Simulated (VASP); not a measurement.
Here is a VASP 6.6.1 calculation.

The input INCAR:

```
ALGO = Normal
EDIFF = 1E-6
ENCUT = 520
GGA = PS
ISIF = 2
ISMEAR = -1
LASPH = True
LCHARG = False
LREAL = False
LWAVE = False
NBANDS = 11
NELM = 60
PREC = Accurate
SIGMA = 0.05
```

File KPOINTS:

```
k-points
0
Gamma
  12 12 12
```

Contents of POSCAR:

```
Pd
1.0
    0.0000000000      1.8678929264      1.8678929264
    1.8678929264      0.0000000000      1.8678929264
    1.8678929264      1.8678929264      0.0000000000
Pd
1
Direct
    0.0000000000      0.0000000000      0.0000000000
```

Potentials or basis: VASP PAW PBE potentials, release 64 (Pd).

The run is started by

```console
$ cat potpaw_PBE.64/Pd/POTCAR > POTCAR
$ mpirun -np 1 vasp_std > vasp.out
```

Problem. What does it give for the band gap on the k mesh?

Solution. Zero (band 5 reaches 12.25 eV, above the bottom of band 6 at 10.28 eV).

Problem. Predict the pressure.

Solution. 29.5 GPa.

Caveat: the PAW data sets were made with another functional, which shifts forces and pressure a little.
